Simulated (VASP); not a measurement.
Wanted: the native input for a VASP 6.6.1 run.

```
Task                   : single point
Functional             : BLYP
Potentials or basis    : VASP PAW PBE potentials, release 64 (Au)
Cutoff                 : 520 eV
k mesh                 : 10 × 10 × 10
Occupations            : fermi-dirac, width 0.1 eV
Spin                   : no spin polarisation
Dipole correction      : no
Further INCAR settings : ALGO = Normal; EDIFF = 1e-07; NBANDS = 18
```

The structure of Au lies in POSCAR:

```
Au
1.0
    0.0000000000      3.1540659533      3.1540659533
    3.1540659533      0.0000000000      3.1540659533
    3.1540659533      3.1540659533      0.0000000000
Au
2
Direct
    0.1250000000      0.1250000000      0.1250000000
    0.8750000000      0.8750000000      0.8750000000
```

This isn't the form of Au at room conditions, which is fcc.

One way to write it, as run:

INCAR

```
  AGGAC = 1.0
  AGGAX = 1.0
  ALDAC = 0.0
  ALDAX = 1.0
  ALGO = Normal
  EDIFF = 1E-7
  ENCUT = 520
  GGA = B5
  ISIF = 2
  ISMEAR = -1
  LASPH = True
  LCHARG = False
  LREAL = False
  LWAVE = False
  NBANDS = 18
  NELM = 80
  PREC = Accurate
  SIGMA = 0.1
```

KPOINTS

```
k-points
0
Gamma
  10 10 10
```

Potentials or basis: VASP PAW PBE potentials, release 64 (Au).

The run is started by

```console
$ cat potpaw_PBE.64/Au/POTCAR > POTCAR
$ mpirun -np 1 vasp_std > vasp.out
```

It gave:

* Pressure: 0.2 GPa
* Band gap on the k mesh: zero (bands 11 and 12 overlap by 0.65 eV)

Caveat: the PAW data sets were made with another functional, which shifts forces and pressure a little; spin-orbit coupling is left out, which moves the levels of the heavy elements.

Run time: 2.6 min on 1 thread of Intel Xeon 8259CL (shared host), peak memory 0.22 GiB.
